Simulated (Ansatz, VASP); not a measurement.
## SnO2 in VASP and in Ansatz

```
CELL_PARAMETERS angstrom
-3.23725 0.00000 0.00000
-1.61863 -2.80354 0.00000
-2.91353 -1.68213 15.67548
ATOMIC_POSITIONS crystal
Sn 0.42026 0.42026 0.41067
Sn 0.91787 0.91787 0.13688
Sn 0.92265 0.92265 0.68447
O 0.54662 0.54662 0.20007
O 0.55140 0.55140 0.74766
O 0.04901 0.04901 0.47387
O 0.29390 0.29390 0.62128
O 0.79151 0.79151 0.34748
O 0.28912 0.28912 0.07369
```

Alike in both runs: task single point; functional PBE; dispersion D3(BJ); k mesh 9 × 9 × 2; occupations gaussian, width 0.05 eV; no spin polarisation.

```csv
,VASP,Ansatz
version,VASP 6.6.1,Ansatz 0.2.0
potentials or method,"VASP PAW PBE potentials, release 64 (Sn_d, O), cutoff 520 eV","scalar-relativistic, plane waves, PAW"
valence electrons in the cell,78,78
```

VASP gave:

| Property | Result |
| --- | --- |
| gap on the k mesh at the Fermi level (eV) | 1.93 |
| least direct gap on the mesh (eV) | 2.10 |
| pressure (GPa) | 0.4 |
| traceless stress, the component that is largest in VASP (GPa) | 0.11 |
| rms of the force components (eV/Å) | 0.081 |

Problem. Which values does Ansatz return?

Solution. gap on the k mesh at the Fermi level (eV): 1.95; least direct gap on the mesh (eV): 2.12; pressure (GPa): -0.2; traceless stress, the component that is largest in VASP (GPa): 0.47; rms of the force components (eV/Å): 0.066.

Atom by atom the forces differ by 0.026 eV/Å (rms over components). Ansatz's warnings: xc potential rough in thin density.
